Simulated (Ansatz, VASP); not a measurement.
**GaSb in VASP and in Ansatz**

```
CELL_PARAMETERS angstrom
0.00000 3.02439 3.02439
3.02439 0.00000 3.02439
3.02439 3.02439 0.00000
ATOMIC_POSITIONS crystal
Ga 0.00000 0.00000 0.00000
Sb 0.25000 0.25000 0.25000
```

Alike in both runs: task single point; functional LDA; k mesh 12 × 12 × 12; occupations gaussian, width 0.1 eV; no spin polarisation.

|  | VASP | Ansatz |
| --- | --- | --- |
| version | VASP 6.6.1 | Ansatz 0.2.0 |
| potentials or method | VASP PAW LDA potentials, release 64 (Ga_d, Sb_d_GW), cutoff 500 eV | scalar-relativistic, plane waves, PAW |
| valence electrons in the cell | 28 | 28 |

|  | VASP | Ansatz | Ansatz less VASP |
| --- | --- | --- | --- |
| pressure (GPa) | 0.1 | 0.0 | -0.05 |

LDA's correlation is that of Perdew and Zunger in VASP and of Perdew and Wang (1992) in Ansatz.

Spin-orbit coupling is off throughout.
